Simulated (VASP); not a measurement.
GeOs2:

```xyz
3
Lattice="4.3462 0.0000 0.0000 -2.1731 3.7639 0.0000 0.0000 0.0000 2.8242" Properties=species:S:1:pos:R:3 pbc="T T T"
Ge    0.0000    0.0000    0.0000
Os    0.0000    2.5093    1.4121
Os    2.1731    1.2546    1.4121
```

```yaml
Program: VASP 6.6.1
Task: relaxation of cell and atoms
Functional: PBE
Potentials_or_basis: VASP PAW PBE potentials, release 64 (Ge_d, Os)
Cutoff: 600 eV
k_mesh: 6 × 6 × 6
Occupations: gaussian, width 0.1 eV
Spin: no spin polarisation
```

At the start: pressure 1.6 GPa; volume 15.40 Å³/atom.

Problem. Where does the relaxation end?

Solution. Over 5 steps the energy falls by 3.8 meV/atom and the volume is 15.61 Å³/atom (+1.3 %); space group P6/mmm (No. 191, to 0.1 Å) before and after.

The path:
| step | energy change (eV) | largest force (eV/Å) | pressure (GPa) | volume (Å³) |
| --- | --- | --- | --- | --- |
| 1 | 0.0000 | 0.0000 | 1.59 | 46.20 |
| 2 | -0.0060 | 0.0000 | -2.52 | 47.23 |
| 3 | -0.0073 | 0.0000 | -1.34 | 46.92 |
| 4 | -0.0106 | 0.0000 | 0.46 | 46.77 |
| 5 | -0.0114 | 0.0000 | -0.11 | 46.82 |

Final structure:
```yaml
crystal:
  lattice:
    - [4.32966, 0.00000, 0.00000]
    - [-2.16483, 3.74959, 0.00000]
    - [0.00000, 0.00000, 2.88390]
  atoms:
    - { symbol: Ge, position: [0.00000, 0.00000, 0.00000] }
    - { symbol: Os, position: [0.33333, 0.66667, 0.50000] }
    - { symbol: Os, position: [0.66667, 0.33333, 0.50000] }
```

Caveat: the k points lie up to 0.36 Å⁻¹ apart in the final cell, too coarse for converged energies and pressures of a metal.
